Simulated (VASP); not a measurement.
# PbSe (Fm-3m) in VASP: further runs

PbSe is run at these levels: PBEsol; tasks: electric field gradients.

All numbers are computed with VASP 6.6.1; they aren't measurements. Logs are shortened: lines on timing, memory, paths and dates and some standing lists are left out, and cuts for length are marked.

## Step 1: The cell of the first run

The structure is cubic, space group Fm-3m (No. 225). The conventional cell has a = 6.205 Å, b = 6.205 Å, c = 6.205 Å, α = 90.00°, β = 90.00°, γ = 90.00°. Within 4.1 Å of Pb (site symmetry m-3m) lie 6 Se at 3.10 Å. Within 4.1 Å of Se (site symmetry m-3m) lie 6 Pb at 3.10 Å.

## Step 2: Electric field gradients, PBEsol (volume scaled by 1.04)

Input file INCAR:

```
ALGO = Normal
EDIFF = 1E-8
ENCUT = 520
GGA = PS
ISIF = 2
ISMEAR = -1
LASPH = T
LCHARG = F
LEFG = T
LREAL = F
LWAVE = F
NBANDS = 17
NELM = 80
PREC = Accurate
SIGMA = 0.02
```

Input file KPOINTS:

```
k-points
0
Gamma
  7 7 7
```

Input file POSCAR:

```
PbSe
1.0
    0.0000000000      3.1024460684      3.1024460684
    3.1024460684      0.0000000000      3.1024460684
    3.1024460684      3.1024460684      0.0000000000
Pb Se
1 1
Direct
    0.0000000000      0.0000000000      0.0000000000
    0.5000000000      0.5000000000      0.5000000000
```

Potentials or basis: VASP PAW PBE potentials, release 64 (Pb_d, Se).

On the command line:

```console
$ cat potpaw_PBE.64/Pb_d/POTCAR potpaw_PBE.64/Se/POTCAR > POTCAR
$ mpirun -np 1 vasp_std > vasp.out
```

OUTCAR:

```text
EDIFF = 1E-8
   ENCUT = 520
   GGA = PS
   ISIF = 2
   ISMEAR = -1
   LASPH = T
   LREAL = F
   NELM = 80
   PREC = Accurate

 ion  position               nearest neighbor table
   1  0.000  0.000  0.000-   2 3.10   2 3.10   2 3.10   2 3.10   2 3.10   2 3.10
   2  0.500  0.500  0.500-   1 3.10   1 3.10   1 3.10   1 3.10   1 3.10   1 3.10

  LATTYP: Found a face centered cubic cell.
 ALAT       =     6.2048921368

  Lattice vectors:

 A1 = (   0.0000000000,   3.1024460684,   3.1024460684)
 A2 = (   3.1024460684,   0.0000000000,   3.1024460684)
 A3 = (   3.1024460684,   3.1024460684,   0.0000000000)

Analysis of symmetry for initial positions (statically):
=====================================================================
 Subroutine PRICEL returns:
 Original cell was already a primitive cell.

 Routine SETGRP: Setting up the symmetry group for a
 face centered cubic supercell.

 Subroutine GETGRP returns: Found 48 space group operations
 (whereof 48 operations were pure point group operations)
 out of a pool of 48 trial point group operations.

The static configuration has the point symmetry O_h .

Analysis of symmetry for dynamics (positions and initial velocities):
=====================================================================
 Subroutine PRICEL returns:
 Original cell was already a primitive cell.

 Routine SETGRP: Setting up the symmetry group for a
 face centered cubic supercell.

 Subroutine GETGRP returns: Found 48 space group operations
 (whereof 48 operations were pure point group operations)
 out of a pool of 48 trial point group operations.

The dynamic configuration has the point symmetry O_h .

 Subroutine INISYM returns: Found 48 space group operations
 (whereof 48 operations are pure point group operations),
 and found     1 'primitive' translations

----------------------------------------------------------------------------------------

                                     Primitive cell

  volume of cell :      59.7232

  direct lattice vectors                    reciprocal lattice vectors
     0.000000000  3.102446068  3.102446068    -0.161163156  0.161163156  0.161163156
     3.102446068  0.000000000  3.102446068     0.161163156 -0.161163156  0.161163156
     3.102446068  3.102446068  0.000000000     0.161163156  0.161163156 -0.161163156

  length of vectors
     4.387521306  4.387521306  4.387521306     0.279142775  0.279142775  0.279142775

  position of ions in fractional coordinates (direct lattice)
     0.000000000  0.000000000  0.000000000
     0.500000000  0.500000000  0.500000000

  ion indices of the primitive-cell ions
   primitive index   ion index
                 1           1
                 2           2

----------------------------------------------------------------------------------------

 KPOINTS: k-points

Automatic generation of k-mesh.
 Grid dimensions read from file:
 generate k-points for:    7    7    7

 Generating k-lattice:

  Cartesian coordinates                     Fractional coordinates (reciprocal lattice)
    -0.023023308  0.023023308  0.023023308     0.142857143  0.000000000  0.000000000
     0.023023308 -0.023023308  0.023023308     0.000000000  0.142857143  0.000000000
     0.023023308  0.023023308 -0.023023308     0.000000000  0.000000000  0.142857143

  Length of vectors
     0.039877539  0.039877539  0.039877539

  Shift w.r.t. Gamma in fractional coordinates (k-lattice)
     0.000000000  0.000000000  0.000000000

 Subroutine IBZKPT returns following result:
 ===========================================

 Found     20 irreducible k-points:

 Following reciprocal coordinates:
            Coordinates               Weight
  0.000000  0.000000  0.000000      1.000000
  0.142857  0.000000  0.000000      8.000000
  0.285714  0.000000  0.000000      8.000000
  0.428571  0.000000  0.000000      8.000000
  0.142857  0.142857  0.000000      6.000000
  0.285714  0.142857  0.000000     24.000000
[... 12 lines left out ...]
 -0.428571  0.428571  0.142857     24.000000
 -0.285714  0.428571  0.142857     24.000000
   k-points           NKPTS =     20   k-points in BZ     NKDIM =     20   number of bands    NBANDS=     17
   number of dos      NEDOS =    301   number of ions     NIONS =      2
   total plane-waves  NPLWV =  46656
   dimension x,y,z NGX =    36 NGY =   36 NGZ =   36
   dimension x,y,z NGXF=    72 NGYF=   72 NGZF=   72
   ions per type =               1   1
   NGX,Y,Z   is equivalent  to a cutoff of  13.64, 13.64, 13.64 a.u.
   NGXF,Y,Z  is equivalent  to a cutoff of  27.28, 27.28, 27.28 a.u.
 SYSTEM =  unknown system
   PREC   = accura    normal or accurate (medium, high low for compatibility)
   ISTART =      0    job   : 0-new  1-cont  2-samecut
   ICHARG =      2    charge: 1-file 2-atom 10-const
   ISPIN  =      1    spin polarized calculation?
   LNONCOLLINEAR =      F non collinear calculations
   LSORBIT =      F    spin-orbit coupling
   LASPH  =      T    aspherical Exc in radial PAW
   ENCUT  =  520.0 eV  38.22 Ry    6.18 a.u.   8.16  8.16  8.16*2*pi/ulx,y,z
   NELM   =     80;   NELMIN=  2; NELMDL= -5     # of ELM steps
   EDIFF  = 0.1E-07   stopping-criterion for ELM
   LREAL  =      F    real-space projection
   EDIFFG = 0.1E-06   stopping-criterion for IOM
   NSW    =      0    number of steps for IOM
   IBRION =     -1    ionic relax: 0-MD 1-quasi-New 2-CG
   NFREE  =      0    steps in history (QN), initial steepest desc. (CG)
   ISIF   =      2    stress and relaxation
   ISYM   =      2    0-nonsym 1-usesym 2-fastsym
   POTIM  = 0.5000    time-step for ionic-motion
   TEBEG  =    0.0;   TEEND  =   0.0 temperature during run
   PSTRESS=    0.0 pullay stress
   NELECT =      20.0000    total number of electrons
   NUPDOWN=      -1.0000    fix difference up-down
   EMIN   =  10.00;   EMAX   =-10.00  energy-range for DOS
   EFERMI =   0.00;   METHOD = LEGACY
   ISMEAR =    -1;   SIGMA  =   0.02  broadening in eV -4-tet -1-fermi 0-gaus
   EFERMI_NEDOS =   21; number of points for ismear=-14 and -15
   IALGO  =     38    algorithm
   IMIX   =      4    mixing-type and parameters
     AMIX     =   0.40;   BMIX     =  1.00
     AMIX_MAG =   1.60;   BMIX_MAG =  1.00
  volume/ion in A,a.u.               =      29.86       201.52
  Fermi-wavevector in a.u.,A,eV,Ry     =   1.136852  2.148339 17.584611  1.292432
  Thomas-Fermi vector in A             =   2.273557
   LORBIT       =      0    0 simple, 1 ext, 2 COOP (PROOUT), +10 PAW based schemes
   GGA     = PS    functional components
   LHFCALC =     F    Hartree Fock is set to
   AEXX    =    0.0000 exact exchange contribution
   IVDW    =     0    specifies the selected vdW correction
   LEPSILON=     F    determine dielectric tensor
   LRPA    =     F    only Hartree local field effects (RPA)
 non-spin polarized calculation
  energy-cutoff  :      520.00
  volume of cell :       59.72
 maximum number of plane-waves:      1639
 NGX is ok and might be reduce to    36
   NGX = 17   NGY = 17   NGZ = 17

 number of electron      20.0000002 magnetization

 Free energy of the ion-electron system (eV)
  ---------------------------------------------------
  ext. energy  EPLUGINS =         0.00000000
  ---------------------------------------------------
  free energy    TOTEN  =        -8.89711633 eV

  energy without entropy =       -8.89711633  energy(sigma->0) =       -8.89711633

 E-fermi :   4.6047     XC(G=0):  -9.5347

 val. band max:        4.1600849012   @ k =   0.4286   0.0000   0.0000
 cond. band min:       5.0160193297   @ k =   0.4286   0.0000   0.0000
 fundamental gap:      0.8559344285
 Fermi energy:         4.6047224023

 k-point     1 :       0.0000    0.0000    0.0000
  band No.  band energies     occupation
      1     -12.2664      2.00000
      2     -12.2664      2.00000
      3     -12.2664      2.00000
      4     -12.2629      2.00000
      5     -12.2629      2.00000
      6      -8.8543      2.00000
[... 9 lines left out ...]
     16      10.9504      0.00000
     17      12.4613      0.00000

 k-point     2 :       0.1429    0.0000    0.0000
  band No.  band energies     occupation
      1     -12.2676      2.00000
      2     -12.2676      2.00000
      3     -12.2657      2.00000
      4     -12.2601      2.00000
      5     -12.2601      2.00000
      6      -8.7108      2.00000
[... 9 lines left out ...]
     16      11.3734      0.00000
     17      13.7057      0.00000
[... 341 lines left out ...]
 k-point    20 :      -0.2857    0.4286    0.1429
  band No.  band energies     occupation
      1     -12.3347      2.00000
      2     -12.2641      2.00000
      3     -12.2590      2.00000
      4     -12.2493      2.00000
      5     -12.2297      2.00000
      6      -7.5536      2.00000
[... 9 lines left out ...]
     16      15.9067      0.00000
     17      16.2560      0.00000

------------------------ aborting loop because EDIFF is reached ----------------------------------------

  FORCE on cell =-STRESS in cart. coord.  units (eV):
  Direction    XX          YY          ZZ          XY          YZ          ZX
  --------------------------------------------------------------------------------------
  -------------------------------------------------------------------------------------
  Total       -0.9115607     -0.9115607     -0.9115607     -0.0000000     -0.0000000     -0.0000000
  in kB      -24.4542002    -24.4542002    -24.4542002     -0.0000000     -0.0000000     -0.0000000
  external PRESSURE =     -24.4542002 kB  Pullay stress =       0.0000000 kB

 VOLUME and BASIS-vectors are now :
 -----------------------------------------------------------------------------
  energy-cutoff  :      520.00
  volume of cell :       59.72
      direct lattice vectors                 reciprocal lattice vectors
     0.000000000  3.102446068  3.102446068    -0.161163156  0.161163156  0.161163156
     3.102446068  0.000000000  3.102446068     0.161163156 -0.161163156  0.161163156
     3.102446068  3.102446068  0.000000000     0.161163156  0.161163156 -0.161163156

 POSITION                                       TOTAL-FORCE (eV/Angst)
 -----------------------------------------------------------------------------------
      0.00000      0.00000      0.00000        -0.000000      0.000000      0.000000
      3.10245      3.10245      3.10245         0.000000      0.000000     -0.000000
 -----------------------------------------------------------------------------------
    total drift:                               -0.000000      0.000000      0.000000

  FREE ENERGIE OF THE ION-ELECTRON SYSTEM (eV)
  ---------------------------------------------------
  free  energy   TOTEN  =        -8.8971163283 eV

  energy  without entropy=       -8.8971163282  energy(sigma->0) =       -8.89711633

 Electric field gradients (V/A^2)
---------------------------------------------------------------------
 ion       V_xx      V_yy      V_zz      V_xy      V_xz      V_yz
---------------------------------------------------------------------
   1       0.000    -0.000    -0.000     0.000     0.000     0.000
   2      -0.000    -0.000     0.000     0.000     0.000     0.000
---------------------------------------------------------------------

 Electric field gradients after diagonalization (V/A^2)
 (convention: |V_zz| > |V_xx| > |V_yy|)
----------------------------------------------------------------------
 ion       V_xx      V_yy      V_zz     asymmetry (V_yy - V_xx)/ V_zz
----------------------------------------------------------------------
   1      -0.000    -0.000     0.001       0.000
   2      -0.000    -0.000     0.001       0.000
----------------------------------------------------------------------

           NMR quadrupolar parameters

 Cq : quadrupolar parameter    Cq=e*Q*V_zz/h
 eta: asymmetry parameters     (V_yy - V_xx)/ V_zz
 Q  : nuclear electric quadrupole moment in mb (millibarn)
----------------------------------------------------------------------
 ion       Cq(MHz)       eta       Q (mb)
----------------------------------------------------------------------
   1       0.000       0.000       1.000
   2       0.000       0.000       1.000
----------------------------------------------------------------------
```

Run time: 14 s. Hardware: 1 thread of Intel Xeon 6975P-C (Granite Rapids), shared host; peak memory 0.2 GiB.

Results:

```yaml
Free_energy: -8.8971 eV
Pressure: -2.4 GPa
```

Levels at points of the mesh, in eV from the Fermi level:
| k point | band 8 | band 9 | band 10 | band 11 | band 12 | band 13 |
| --- | --- | --- | --- | --- | --- | --- |
| (0.00, 0.00, 0.00) | -1.88 | -1.88 | -1.88 | 4.40 | 4.40 | 4.40 |

Caveat: this odd mesh misses L, where the gap lies, so gap, dielectric constants and Born charges aren't listed; without QUAD_EFG the Cq values of the log hold for a quadrupole moment of 1 mb, not for the nuclei; the PAW data sets were made with another functional, which shifts forces and pressure a little; spin-orbit coupling is left out, which moves the levels of the heavy elements.

[end of part 1 of 3]
